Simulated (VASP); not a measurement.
Runs of VASP 6.6.1 on TiB2. The structure is that of space group P6/mmm (No. 191), or close to it. The cells are those of the table. 

| task | level | cell | cutoff (eV) | gap on the mesh (eV) | pressure (GPa) |
| --- | --- | --- | --- | --- | --- |
| single point | r2SCAN | a = 3.023, b = 3.023, c = 3.227 Å, angles 90.0, 90.0, 120.0°, 3 atoms | 520 | none | 0.8 |
| relaxation of cell and atoms | PBE | relaxed from a = 3.029, b = 3.029, c = 3.228 Å, angles 90.0, 90.0, 120.0°, 3 atoms | 600 | none | 0.0 |
| single point | PBE | a = 3.023, b = 3.023, c = 3.227 Å, angles 90.0, 90.0, 120.0°, 3 atoms | 520 | none | 1.6 |
| single point | PBE | a = 3.031, b = 3.031, c = 3.228 Å, angles 90.0, 90.0, 120.0°, 3 atoms | 520 | none | (a) |

Alike in all rows: potentials or basis VASP PAW PBE potentials, release 64 (Ti_sv, B); no spin polarisation; k mesh 12 × 12 × 8; smearing fermi-dirac 0.02 eV.

Estimate the missing entries.

(a) 0.2.

Caveats: the PAW data sets were made with another functional, which shifts forces and pressure a little (at least some runs).

A gap of «none» marks levels without a gap at the run's occupations.
